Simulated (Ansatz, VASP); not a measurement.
## One calculation of V, two programs

INCAR

```
PREC = Accurate ; ENCUT = 520
EDIFF = 1E-6 ; ISMEAR = 1
SIGMA = 0.01 ; LREAL = False
LASPH = True ; NELM = 100
ALGO = Normal ; ISIF = 2
LWAVE = False ; LCHARG = True
GGA = PE ; LELF = True
LVHAR = True ; NBANDS = 12
```

The input KPOINTS:

```
regular mesh
0
Gamma
  15 15 15
```

POSCAR

```
V
1.0
   -1.4991761207      1.4991761207      1.4991761207
    1.4991761207     -1.4991761207      1.4991761207
    1.4991761207      1.4991761207     -1.4991761207
V
1
Direct
    0.0000000000      0.0000000000      0.0000000000
```

Input for Ansatz:

```yaml
crystal:
  lattice:
    - [-1.4991761207, 1.4991761207, 1.4991761207]
    - [1.4991761207, -1.4991761207, 1.4991761207]
    - [1.4991761207, 1.4991761207, -1.4991761207]
  atoms:
    - { symbol: V, position: [0.0, 0.0, 0.0] }
hamiltonian:
  xc: pbe
  pseudopotentials:
    kind: paw
    azcp:
      V: "pseudopotentials/V.paw.azcp"
basis:
  ecutwfc: 420
  fft_grid_basis: typed
kpoints:
  mp_grid: { grid: [15, 15, 15], shift: [0, 0, 0] }
magnetization:
  spin_polarized: false
scf:
  occupations: { method: cold, width: 0.01 }
  lower_state_search: "off"
output:
  stress: true
```

Alike in both runs: task single point; functional PBE; k mesh 15 × 15 × 15; no spin polarisation.

```csv
,VASP,Ansatz
version,VASP 6.6.1,Ansatz 0.2.0
potentials or method,"VASP PAW PBE potentials, release 64 (V_sv), cutoff 520 eV","plane waves (420 eV) with PAW, scalar-relativistic"
occupations,"methfessel-paxton of order 1, width 0.01 eV","cold, width 0.01 eV"
valence electrons in the cell,13,13
```

|  | VASP | Ansatz | Ansatz less VASP |
| --- | --- | --- | --- |
| pressure (GPa) | -0.3 | -0.6 | -0.24 |
